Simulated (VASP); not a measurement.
Here is a VASP 6.6.1 calculation.

The input INCAR:

```
  PREC = Accurate
  ENCUT = 520
  EDIFF = 1E-6
  ISMEAR = 0
  SIGMA = 0.1
  LREAL = False
  LASPH = True
  NELM = 60
  ALGO = Fast
  ISIF = 2
  LWAVE = False
  LCHARG = False
  GGA = PE
  NBANDS = 23
```

File KPOINTS:

```
regular mesh
0
Gamma
  6 6 4
```

Contents of POSCAR:

```
Nb2Te
1.0
    3.3774258457      0.0000000000      0.0000000000
    0.0000000000      3.3774258457      0.0000000000
    0.0000000000      0.0000000000      5.7139783333
Nb Te
2 1
Direct
    0.5000000000      0.5000000000      0.2800165930
    0.5000000000      0.5000000000      0.7199834070
    0.0000000000      0.0000000000      0.0000000000
```

Potentials or basis: VASP PAW PBE potentials, release 64 (Nb_sv, Te).

Launch:

```console
$ cat potpaw_PBE.64/Nb_sv/POTCAR potpaw_PBE.64/Te/POTCAR > POTCAR
$ mpirun -np 1 vasp_std > vasp.out
```

Task: Estimate the largest force.

Result: 0.043 eV/Å.

Task: What does it give for the band gap on the k mesh?

Result: Zero (bands 16 and 17 overlap by 0.67 eV).

Stress tensor (GPa, compression positive):
```
-0.25  0.00  0.00
 0.00 -0.25  0.00
 0.00  0.00 -0.17
```

Caveat: spin-orbit coupling is left out, which moves the levels of the heavy elements.
